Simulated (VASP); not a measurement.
Input of a VASP 6.6.1 run:

File INCAR:

```
SYSTEM = NiO
PREC     = Accurate       ! precision mode
ENCUT    = 600            ! plane-wave cutoff, eV
EDIFF    = 1E-6           ! SCF threshold, eV
ISMEAR   = -1             ! smearing method
SIGMA    = 0.05           ! smearing width, eV
LREAL    = .False.        ! projectors in reciprocal space
LASPH    = .True.         ! aspherical terms in the spheres
NELM     = 150            ! most SCF steps
ALGO     = Normal         ! electronic algorithm
ISIF     = 3              ! what is computed and relaxed
LWAVE    = .False.        ! write WAVECAR
LCHARG   = .False.        ! write CHGCAR
ISPIN    = 2              ! spin polarisation
MAGMOM   = 1 0            ! initial moments
LORBIT   = 11             ! projections on sites
LMAXMIX  = 4              ! l up to which the mixer works
LDAU     = .True.         ! DFT+U
LDAUTYPE = 2            
LDAUL    = 2 -1           ! shell
LDAUU    = 6 0            ! U, eV
LDAUJ    = 0 0          
LDAUPRINT= 1            
GGA      = PE             ! functional
IBRION   = 2              ! ionic algorithm
NSW      = 60             ! ionic steps
EDIFFG   = -0.01          ! ionic threshold
```

The input KPOINTS:

```
Automatic mesh
0
Gamma
  11 11 11
  0 0 0
```

File POSCAR:

```
NiO
1.0
    0.0000000000      2.0859016414      2.0859016414
    2.0859016414      0.0000000000      2.0859016414
    2.0859016414      2.0859016414      0.0000000000
Ni O
1 1
Direct
    0.0000000000      0.0000000000      0.0000000000
    0.5000000000      0.5000000000      0.5000000000
```

Potentials or basis: VASP PAW PBE potentials, release 64 (Ni, O).

Command:

```bash
$ cat potpaw_PBE.64/Ni/POTCAR potpaw_PBE.64/O/POTCAR > POTCAR
$ mpirun -np 1 vasp_std > vasp.out
```

Task: What does it give for the site moments?

Result: Ni +1.82; O +0.17 μB.

Task: What does it give for the band gap on the k mesh?

Result: 2.47 eV (least direct gap 3.07 eV).

Eigenvalues of the final occupation matrices:
```tsv
site	spin	trace	eigenvalues
site 1 d	1	5.02	0.98 0.98 0.98 1.03 1.03
site 1 d	2	3.22	0.14 0.14 0.98 0.98 0.98
```

Caveat: an odd mesh through Γ misses points on the zone boundary, where band edges can lie; a cell with one magnetic atom can't hold antiferromagnetic order, which such compounds often take. PBE usually gives volumes a little too large and moduli too small.
